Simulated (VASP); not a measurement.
# CsPbBr3 (Pm-3m) in VASP: settings compared, part 2 of 2

VASP 6.6.1.

### Step 3. Single point, r2SCAN (strain -4.0%)

File POSCAR:

```
CsPbBr3
1.0
    5.7052428667      0.0000000000      0.0000000000
    0.0000000000      5.7052428667      0.0000000000
    0.0000000000      0.0000000000      5.7052428667
Cs Pb Br
1 1 3
Direct
    0.0000000000      0.0000000000      0.0000000000
    0.5000000000      0.5000000000      0.5000000000
    0.5000000000      0.5000000000      0.0000000000
    0.5000000000      0.0000000000      0.5000000000
    0.0000000000      0.5000000000      0.5000000000
```

File INCAR.step1:

```
SYSTEM = CsPbBr3
PREC = Accurate
ENCUT = 520
ISMEAR = 0
SIGMA = 0.01
LREAL = .FALSE.
LASPH = .TRUE.
NELM = 60
NBANDS = 30
GGA = PE
ALGO = Normal
EDIFF = 1E-4
LWAVE = .TRUE.
LCHARG = .FALSE.
```

File INCAR.step2:

```
SYSTEM = CsPbBr3
PREC = Accurate
ENCUT = 520
EDIFF = 1E-6
ISMEAR = 0
SIGMA = 0.01
LREAL = .FALSE.
LASPH = .TRUE.
NELM = 60
ALGO = Normal
ISIF = 2
LWAVE = .FALSE.
LCHARG = .FALSE.
METAGGA = R2SCAN
LMIXTAU = .TRUE.
NBANDS = 30
ISTART = 1
```

File KPOINTS:

```
regular mesh
0
G
  4 4 4
  0 0 0
```

Potentials or basis: VASP PAW PBE potentials, release 64 (Cs_sv, Pb_d, Br).

On the command line:

```
$ cat potpaw_PBE.64/Cs_sv/POTCAR potpaw_PBE.64/Pb_d/POTCAR potpaw_PBE.64/Br/POTCAR > POTCAR
$ cp INCAR.step1 INCAR
$ mpirun -np 1 vasp_std > vasp.out
$ cp INCAR.step2 INCAR
$ mpirun -np 1 vasp_std > vasp.out
```

OUTCAR:

```text
SYSTEM = CsPbBr3
   PREC = Accurate
   ENCUT = 520
   EDIFF = 1E-6
   ISMEAR = 0
   LREAL = .FALSE.
   LASPH = .TRUE.
   NELM = 60
   ISIF = 2
   METAGGA = R2SCAN
   ISTART = 1

 ion  position               nearest neighbor table
   1  0.000  0.000  0.000-
   2  0.500  0.500  0.500-   3 2.85   4 2.85   5 2.85   3 2.85   4 2.85   5 2.85
   3  0.500  0.500  0.000-   2 2.85   2 2.85
   4  0.500  0.000  0.500-   2 2.85   2 2.85
   5  0.000  0.500  0.500-   2 2.85   2 2.85

  LATTYP: Found a simple cubic cell.
 ALAT       =     5.7052428667

  Lattice vectors:

 A1 = (   5.7052428667,   0.0000000000,   0.0000000000)
 A2 = (   0.0000000000,   5.7052428667,   0.0000000000)
 A3 = (   0.0000000000,   0.0000000000,   5.7052428667)

Analysis of symmetry for initial positions (statically):
=====================================================================
 Subroutine PRICEL returns:
 Original cell was already a primitive cell.

 Routine SETGRP: Setting up the symmetry group for a
 simple cubic supercell.

 Subroutine GETGRP returns: Found 48 space group operations
 (whereof 48 operations were pure point group operations)
 out of a pool of 48 trial point group operations.

The static configuration has the point symmetry O_h .

Analysis of symmetry for dynamics (positions and initial velocities):
=====================================================================
 Subroutine PRICEL returns:
 Original cell was already a primitive cell.

 Routine SETGRP: Setting up the symmetry group for a
 simple cubic supercell.

 Subroutine GETGRP returns: Found 48 space group operations
 (whereof 48 operations were pure point group operations)
 out of a pool of 48 trial point group operations.

The dynamic configuration has the point symmetry O_h .

 Subroutine INISYM returns: Found 48 space group operations
 (whereof 48 operations are pure point group operations),
 and found     1 'primitive' translations

----------------------------------------------------------------------------------------

                                     Primitive cell

  volume of cell :     185.7045

  direct lattice vectors                    reciprocal lattice vectors
     5.705242867  0.000000000  0.000000000     0.175277376  0.000000000  0.000000000
     0.000000000  5.705242867  0.000000000     0.000000000  0.175277376  0.000000000
     0.000000000  0.000000000  5.705242867     0.000000000  0.000000000  0.175277376

  length of vectors
     5.705242867  5.705242867  5.705242867     0.175277376  0.175277376  0.175277376

  position of ions in fractional coordinates (direct lattice)
     0.000000000  0.000000000  0.000000000
     0.500000000  0.500000000  0.500000000
     0.500000000  0.500000000  0.000000000
     0.500000000  0.000000000  0.500000000
     0.000000000  0.500000000  0.500000000

  ion indices of the primitive-cell ions
   primitive index   ion index
                 1           1
                 2           2
                 3           3
                 4           4
                 5           5

----------------------------------------------------------------------------------------

 KPOINTS: regular mesh

Automatic generation of k-mesh.
[... 23 lines left out ...]
  0.000000  0.000000  0.000000      1.000000
  0.250000  0.000000  0.000000      6.000000
  0.500000  0.000000  0.000000      3.000000
  0.250000  0.250000  0.000000     12.000000
  0.500000  0.250000  0.000000     12.000000
  0.500000  0.500000  0.000000      3.000000
  0.250000  0.250000  0.250000      8.000000
  0.500000  0.250000  0.250000     12.000000
  0.500000  0.500000  0.250000      6.000000
  0.500000  0.500000  0.500000      1.000000
   k-points           NKPTS =     10   k-points in BZ     NKDIM =     10   number of bands    NBANDS=     30
   number of dos      NEDOS =    301   number of ions     NIONS =      5
   total plane-waves  NPLWV =  74088
   dimension x,y,z NGX =    42 NGY =   42 NGZ =   42
   dimension x,y,z NGXF=    84 NGYF=   84 NGZF=   84
   ions per type =               1   1   3
   NGX,Y,Z   is equivalent  to a cutoff of  12.24, 12.24, 12.24 a.u.
   NGXF,Y,Z  is equivalent  to a cutoff of  24.48, 24.48, 24.48 a.u.
 SYSTEM =  CsPbBr3
   PREC   = accura    normal or accurate (medium, high low for compatibility)
   ISTART =      1    job   : 0-new  1-cont  2-samecut
   ICHARG =      0    charge: 1-file 2-atom 10-const
   ISPIN  =      1    spin polarized calculation?
   LNONCOLLINEAR =      F non collinear calculations
   LSORBIT =      F    spin-orbit coupling
   LASPH  =      T    aspherical Exc in radial PAW
   ENCUT  =  520.0 eV  38.22 Ry    6.18 a.u.  10.61 10.61 10.61*2*pi/ulx,y,z
   NELM   =     60;   NELMIN=  2; NELMDL=  0     # of ELM steps
   EDIFF  = 0.1E-05   stopping-criterion for ELM
   LREAL  =      F    real-space projection
   EDIFFG = 0.1E-04   stopping-criterion for IOM
   NSW    =      0    number of steps for IOM
   IBRION =     -1    ionic relax: 0-MD 1-quasi-New 2-CG
   NFREE  =      0    steps in history (QN), initial steepest desc. (CG)
   ISIF   =      2    stress and relaxation
   ISYM   =      2    0-nonsym 1-usesym 2-fastsym
   POTIM  = 0.5000    time-step for ionic-motion
   TEBEG  =    0.0;   TEEND  =   0.0 temperature during run
   PSTRESS=    0.0 pullay stress
   NELECT =      44.0000    total number of electrons
   NUPDOWN=      -1.0000    fix difference up-down
   EMIN   =  10.00;   EMAX   =-10.00  energy-range for DOS
   EFERMI =   0.00;   METHOD = LEGACY
   ISMEAR =     0;   SIGMA  =   0.01  broadening in eV -4-tet -1-fermi 0-gaus
   EFERMI_NEDOS =   21; number of points for ismear=-14 and -15
   IALGO  =     38    algorithm
   IMIX   =      4    mixing-type and parameters
     AMIX     =   0.40;   BMIX     =  1.00
     AMIX_MAG =   1.60;   BMIX_MAG =  1.00
  volume/ion in A,a.u.               =      37.14       250.64
  Fermi-wavevector in a.u.,A,eV,Ry     =   1.013021  1.914331 13.962443  1.026211
  Thomas-Fermi vector in A             =   2.146165
   LORBIT       =      0    0 simple, 1 ext, 2 COOP (PROOUT), +10 PAW based schemes
   METAGGA = R2SCAN    functional components
   LHFCALC =     F    Hartree Fock is set to
   AEXX    =    0.0000 exact exchange contribution
   IVDW    =     0    specifies the selected vdW correction
   LEPSILON=     F    determine dielectric tensor
   LRPA    =     F    only Hartree local field effects (RPA)
 non-spin polarized calculation
 Gauss-broadening in eV      SIGMA  =   0.01
  energy-cutoff  :      520.00
  volume of cell :      185.70
 maximum number of plane-waves:      5056
   NGX = 21   NGY = 21   NGZ = 21

 number of electron      44.0000002 magnetization

 Free energy of the ion-electron system (eV)
  ---------------------------------------------------
  ext. energy  EPLUGINS =         0.00000000
  ---------------------------------------------------
  free energy    TOTEN  =      -128.21728895 eV

  energy without entropy =     -128.21728895  energy(sigma->0) =     -128.21728895

 E-fermi :   2.2991     XC(G=0):  -8.4332

 val. band max:        2.2153108363   @ k =   0.5000   0.5000   0.5000
 cond. band min:       3.6941057042   @ k =   0.5000   0.5000   0.5000
 fundamental gap:      1.4787948680
 Fermi energy:         2.2990883849

 k-point     1 :       0.0000    0.0000    0.0000
  band No.  band energies     occupation
      1     -20.4217      2.00000
      2     -15.7757      2.00000
      3     -15.7757      2.00000
      4     -15.4818      2.00000
      5     -15.4818      2.00000
      6     -15.4818      2.00000
[... 319 lines left out ...]
     29       7.3158      0.00000
     30       8.6232      0.00000

------------------------ aborting loop because EDIFF is reached ----------------------------------------

  FORCE on cell =-STRESS in cart. coord.  units (eV):
  Direction    XX          YY          ZZ          XY          YZ          ZX
  --------------------------------------------------------------------------------------
  -------------------------------------------------------------------------------------
  Total        4.0771724      4.0771724      4.0771724     -0.0000000     -0.0000000     -0.0000000
  in kB       35.1760643     35.1760643     35.1760643     -0.0000000     -0.0000000     -0.0000000
  external PRESSURE =      35.1760643 kB  Pullay stress =       0.0000000 kB

 VOLUME and BASIS-vectors are now :
 -----------------------------------------------------------------------------
  energy-cutoff  :      520.00
  volume of cell :      185.70
      direct lattice vectors                 reciprocal lattice vectors
     5.705242867  0.000000000  0.000000000     0.175277376  0.000000000  0.000000000
     0.000000000  5.705242867  0.000000000     0.000000000  0.175277376  0.000000000
     0.000000000  0.000000000  5.705242867     0.000000000  0.000000000  0.175277376

 POSITION                                       TOTAL-FORCE (eV/Angst)
 -----------------------------------------------------------------------------------
      0.00000      0.00000      0.00000         0.000000      0.000000      0.000000
      2.85262      2.85262      2.85262         0.000000      0.000000      0.000000
      2.85262      2.85262      0.00000         0.000000      0.000000      0.000000
      2.85262      0.00000      2.85262         0.000000      0.000000      0.000000
      0.00000      2.85262      2.85262         0.000000      0.000000      0.000000
 -----------------------------------------------------------------------------------
    total drift:                                0.000000     -0.000000     -0.000000

  FREE ENERGIE OF THE ION-ELECTRON SYSTEM (eV)
  ---------------------------------------------------
  free  energy   TOTEN  =      -128.2172889522 eV

  energy  without entropy=     -128.2172889522  energy(sigma->0) =     -128.21728895
```

Run time: 6.6 min. Hardware: 1 thread of Intel Xeon 8259CL, shared host; peak memory 0.32 GiB.

What came out:

```
Free energy            : -128.2173 eV
Pressure               : 3.5 GPa
Band gap on the k mesh : 1.48 eV
```

Caveat: the cell differs from its parent crystal (strain -4.0%); the cell stands under pressure; the PAW data sets were made with another functional, which shifts forces and pressure a little; spin-orbit coupling is left out, which moves the levels of the heavy elements. A k mesh can miss the band edges.

### Step 4. Single point, r2SCAN (strain -3.0%)

Changes to POSCAR since step 3:

```diff
@@ -2,5 +2,5 @@
 1.0
-    5.7052428667      0.0000000000      0.0000000000
-    0.0000000000      5.7052428667      0.0000000000
-    0.0000000000      0.0000000000      5.7052428667
+    5.7646724799      0.0000000000      0.0000000000
+    0.0000000000      5.7646724799      0.0000000000
+    0.0000000000      0.0000000000      5.7646724799
 Cs Pb Br
```

File INCAR.step1:

```
PREC = Accurate
ENCUT = 520
ISMEAR = 0
SIGMA = 0.01
LREAL = False
LASPH = True
NELM = 100
NBANDS = 30
GGA = PE
ALGO = Normal
EDIFF = 1E-4
LWAVE = True
LCHARG = False
```

File INCAR.step2:

```
PREC = Accurate
ENCUT = 520
EDIFF = 1E-6
ISMEAR = 0
SIGMA = 0.01
LREAL = False
LASPH = True
NELM = 100
ALGO = Normal
ISIF = 2
LWAVE = False
LCHARG = False
METAGGA = R2SCAN
LMIXTAU = True
NBANDS = 30
ISTART = 1
```

File KPOINTS:

```
regular mesh
0
Gamma
  4 4 4
```

On the command line:

```
$ cat potpaw_PBE.64/Cs_sv/POTCAR potpaw_PBE.64/Pb_d/POTCAR potpaw_PBE.64/Br/POTCAR > POTCAR
$ cp INCAR.step1 INCAR
$ mpirun -np 1 vasp_std > vasp.out
$ cp INCAR.step2 INCAR
$ mpirun -np 1 vasp_std > vasp.out
```

Wall time 8.3 min (1 thread of Intel Xeon 8259CL, shared host); peak memory 0.39 GiB.

Results (log left out):

```
Free energy            : -128.3266 eV
Pressure               : 2.4 GPa
Band gap on the k mesh : 1.64 eV
```

Levels at points of the mesh, in eV from the valence-band top:
| k point | band 20 | band 21 | band 22 | band 23 | band 24 | band 25 |
| --- | --- | --- | --- | --- | --- | --- |
| (0.00, 0.00, 0.00) | -2.64 | -2.64 | -2.64 | 3.17 | 4.02 | 4.02 |
| (0.50, 0.00, 0.00) | -2.77 | -2.77 | -1.75 | 2.79 | 4.64 | 5.15 |
| (0.50, 0.50, 0.00) | -2.83 | -2.25 | -0.85 | 2.25 | 2.25 | 5.18 |
| (0.50, 0.50, 0.50) | -2.24 | -2.24 | 0.00 | 1.64 | 1.64 | 1.64 |

Caveat: the cell differs from its parent crystal (strain -3.0%); the PAW data sets were made with another functional, which shifts forces and pressure a little; spin-orbit coupling is left out, which moves the levels of the heavy elements. A k mesh can miss the band edges.

### Step 5. The runs side by side

| level | cell | smearing | gap on the mesh (eV) | pressure (GPa) |
| --- | --- | --- | --- | --- |
| PBE | a = 6.062 Å, 5 atoms | fermi-dirac 0.02 eV | 1.87 | -0.5 |
| r2SCAN | a = 5.705 Å, 5 atoms | gaussian 0.01 eV | 1.48 | 3.5 |
| r2SCAN | a = 5.765 Å, 5 atoms | gaussian 0.01 eV | 1.64 | 2.4 |

Alike in all rows: task single point; potentials or basis VASP PAW PBE potentials, release 64 (Cs_sv, Pb_d, Br); no spin polarisation; k mesh 4 × 4 × 4; cutoff (eV) 520.

Caveats: spin-orbit coupling is left out, which moves the levels of the heavy elements; the PAW data sets were made with another functional, which shifts forces and pressure a little (at least some runs); the cell stands under pressure (at least some runs).

Total energies depend on the potentials used, so only differences within one code and one set of settings carry meaning.
